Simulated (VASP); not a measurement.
Input of a VASP 6.6.1 run:

INCAR

```
SYSTEM = Rh
PREC = Accurate
ENCUT = 520
EDIFF = 1E-6
ISMEAR = 1
SIGMA = 0.3
LREAL = .FALSE.
LASPH = .TRUE.
NELM = 80
ALGO = Normal
ISIF = 2
LWAVE = .FALSE.
LCHARG = .FALSE.
GGA = PE
NBANDS = 14
```

Contents of KPOINTS:

```
regular mesh
0
G
  12 12 12
  0 0 0
```

The input POSCAR:

```
Rh
1.0
    0.0000000000      1.8978500000      1.8978500000
    1.8978500000      0.0000000000      1.8978500000
    1.8978500000      1.8978500000      0.0000000000
Rh
1
Direct
    0.0000000000      0.0000000000      0.0000000000
```

Potentials or basis: VASP PAW PBE potentials, release 64 (Rh_pv).

Command:

```console
$ cat potpaw_PBE.64/Rh_pv/POTCAR > POTCAR
$ mpirun -np 1 vasp_std > vasp.out
```

**Question.** What does it give for the pressure?

**Answer.** 7.3 GPa.
